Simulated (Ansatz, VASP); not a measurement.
## One calculation of Cs, two programs

Contents of INCAR:

```
SYSTEM = Cs
PREC = Accurate
ENCUT = 520
EDIFF = 1E-7
ISMEAR = -1
SIGMA = 0.1
LREAL = .False.
LASPH = .True.
NELM = 100
ALGO = Normal
ISIF = 2
LWAVE = .False.
LCHARG = .False.
GGA = B5
ALDAX = 1.0
AGGAX = 1.0
AGGAC = 1.0
ALDAC = 0.0
NBANDS = 10
```

File KPOINTS:

```
Automatic mesh
0
Gamma
  12 12 12
  0 0 0
```

The input POSCAR:

```
Cs
1.0
   -3.2647678663      3.2647678663      3.2647678663
    3.2647678663     -3.2647678663      3.2647678663
    3.2647678663      3.2647678663     -3.2647678663
Cs
1
Direct
    0.0000000000      0.0000000000      0.0000000000
```

Input for Ansatz:

```yaml
crystal:
  lattice:
    - [-3.2647678663, 3.2647678663, 3.2647678663]
    - [3.2647678663, -3.2647678663, 3.2647678663]
    - [3.2647678663, 3.2647678663, -3.2647678663]
  atoms:
    - { symbol: Cs, position: [0.0, 0.0, 0.0] }
hamiltonian:
  xc: blyp
  pseudopotentials:
    kind: paw
    azcp:
      Cs: "pseudopotentials/Cs.paw.azcp"
basis:
  ecutwfc: 420
  fft_grid_basis: typed
kpoints:
  mp_grid: { grid: [12, 12, 12], shift: [0, 0, 0] }
magnetization:
  spin_polarized: false
scf:
  occupations: { method: fermi_dirac, width: 0.1 }
output:
  stress: true
```

Alike in both runs: task single point; functional BLYP; k mesh 12 × 12 × 12; occupations fermi-dirac, width 0.1 eV; no spin polarisation.

```csv
,VASP,Ansatz
version,VASP 6.6.1,Ansatz 0.2.0
potentials or method,"VASP PAW PBE potentials, release 64 (Cs_sv), cutoff 520 eV","plane waves (420 eV) with PAW, scalar-relativistic"
valence electrons in the cell,9,9
```

|  | VASP | Ansatz | Ansatz less VASP |
| --- | --- | --- | --- |
| pressure (GPa) | -0.1 | -0.1 | 0.00 |

VASP's potentials were made for PBE, not for BLYP.

Spin-orbit coupling is off throughout.
